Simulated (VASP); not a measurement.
**GaN: single point with r2SCAN**

The system is GaN.

```
Ga N
1.0
     0.00000    2.24200    2.13524
     2.24200    0.00000    2.13524
     2.24200    2.24200    0.00000
Ga N
1 1
Direct
  0.00000 0.00000 0.00000
  0.50000 0.50000 0.50000
```

- Program: VASP 6.6.1
- Task: single point
- Functional: r2SCAN
- Potentials or basis: VASP PAW PBE potentials, release 64 (Ga_d, N)
- Cutoff: 520 eV
- k mesh: 8 × 8 × 8
- Occupations: gaussian, width 0.05 eV
- Spin: no spin polarisation
- Dipole correction: no
- Further INCAR settings: ALGO = Normal; EDIFF = 1e-06; NBANDS = 16

```yaml
Pressure: -23.0 GPa
Band_gap_on_the_k_mesh: 0.08 eV, indirect (least direct gap 1.61 eV)
```

Stress tensor (GPa, compression positive):
```
-23.89   0.00   0.00
  0.00 -23.89   0.00
  0.00   0.00 -21.21
```

Levels at points of the mesh, in eV from the valence-band top:
| k point | band 6 | band 7 | band 8 | band 9 | band 10 | band 11 | band 12 | band 13 |
| --- | --- | --- | --- | --- | --- | --- | --- | --- |
| (0.00, 0.00, 0.00) | -14.41 | -0.71 | -0.25 | -0.25 | 1.37 | 14.45 | 14.45 | 14.61 |
| (0.50, 0.00, 0.00) | -14.32 | -7.67 | -0.27 | -0.09 | 4.74 | 8.61 | 8.64 | 9.58 |
| (0.50, 0.50, 0.00) | -11.59 | -6.23 | -2.83 | -2.83 | 0.08 | 8.00 | 12.15 | 13.64 |
| (0.50, 0.00, 0.50) | -11.98 | -6.30 | -2.91 | -2.25 | 0.45 | 8.54 | 11.50 | 13.43 |

Wall time 72 s on 1 thread of Intel(R) Xeon(R) Platinum 8259CL CPU @ 2.50GHz (Skylake/Cascade Lake), on a shared host, peak memory 0.15 GiB.

Caveat: the PAW data sets were made with another functional, which shifts forces and pressure a little. A k mesh can miss the band edges.
